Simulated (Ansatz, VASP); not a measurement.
One calculation of SrO, two programs

```
Sr O
1.0
     0.00000    2.59745    2.59745
     2.59745    0.00000    2.59745
     2.59745    2.59745    0.00000
Sr O
1 1
Direct
  0.50000 0.50000 0.50000
  0.00000 0.00000 0.00000
```

Alike in both runs: functional PBE; k mesh 8 × 8 × 8; occupations gaussian, width 0.02 eV; no spin polarisation.

Ansatz relaxed the structure, and its values are those at the end. VASP's run is a single point on that final structure, the one shown.

```csv
,VASP,Ansatz
version,VASP 6.6.1,Ansatz 0.2.0
potentials or method,"VASP PAW PBE potentials, release 64 (Sr_sv, O), cutoff 600 eV","scalar-relativistic, plane waves, PAW"
valence electrons in the cell,16,16
```

Ansatz gave:

- gap on the k mesh at the Fermi level (eV): 3.33
- least direct gap on the mesh (eV): 3.42
- pressure (GPa): 0.0

Question: Estimate VASP's values.

Answer: gap on the k mesh at the Fermi level (eV): 3.28; least direct gap on the mesh (eV): 3.39; pressure (GPa): 0.4.

With one functional, cell and mesh, what is left measures potentials, basis and numerics.
